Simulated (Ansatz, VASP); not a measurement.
**Two plane-wave programs on In**

```xyz
1
Lattice="-1.4501 1.4501 2.5690 1.4501 -1.4501 2.5690 1.4501 1.4501 -2.5690" Properties=species:S:1:pos:R:3 pbc="T T T"
In    0.0000    0.0000    0.0000
```

Alike in both runs: task single point; functional LDA; k mesh 22 × 22 × 22; occupations gaussian, width 0.15 eV; no spin polarisation.

```csv
,VASP,Ansatz
version,VASP 6.6.1,Ansatz 0.2.0
potentials or method,"VASP PAW LDA potentials, release 64 (In_d), cutoff 520 eV","scalar-relativistic, plane waves, PAW"
valence electrons in the cell,13,13
```

|  | VASP | Ansatz | Ansatz less VASP |
| --- | --- | --- | --- |
| gap on the k mesh at the Fermi level (eV) | none | none | - |
| pressure (GPa) | 9.7 | 9.5 | -0.19 |
| traceless stress, the component that is largest in VASP (GPa) | -2.88 | -2.84 | +0.034 |

LDA's correlation is that of Perdew and Zunger in VASP and of Perdew and Wang (1992) in Ansatz. A gap of «none» marks a metal or a gap that the smearing closes.
